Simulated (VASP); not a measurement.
Input of a VASP 6.6.1 run:

INCAR

```
PREC = Accurate ; ENCUT = 520
EDIFF = 1E-7 ; ISMEAR = 0
SIGMA = 0.01 ; LREAL = False
LASPH = True ; NELM = 150
ALGO = Normal ; ISIF = 2
LWAVE = False ; LCHARG = True
ISPIN = 2 ; MAGMOM = 1 1
LORBIT = 11 ; NUPDOWN = 2.0
GGA = CA ; LELF = True
LVHAR = True ; NBANDS = 17
```

The input KPOINTS:

```
regular mesh
0
Gamma
  1 1 1
```

Contents of POSCAR:

```
O
1.0
   12.0000000000      0.0000000000      0.0000000000
    0.0000000000     12.5000000000      0.0000000000
    0.0000000000      0.0000000000     13.0000000000
O
2
Direct
    0.4500000000      0.4700000000      0.4538277090
    0.4500000000      0.4700000000      0.5461722910
```

Potentials or basis: VASP PAW LDA potentials, release 64 (O).

The run is started by

```bash
$ cat potpaw_LDA.64/O/POTCAR > POTCAR
$ mpirun -np 1 vasp_gam > vasp.out
```

Question: What does it give for the largest force?

Answer: 1.725 eV/Å.

Forces in eV/Å, atoms in the order of the input:
```
O    0.000  0.000 -1.725
O    0.000  0.000  1.725
```

Caveat: the standard files for N, O and F lose accuracy on very short bonds; the total moment is fixed, so each spin has its own Fermi level.
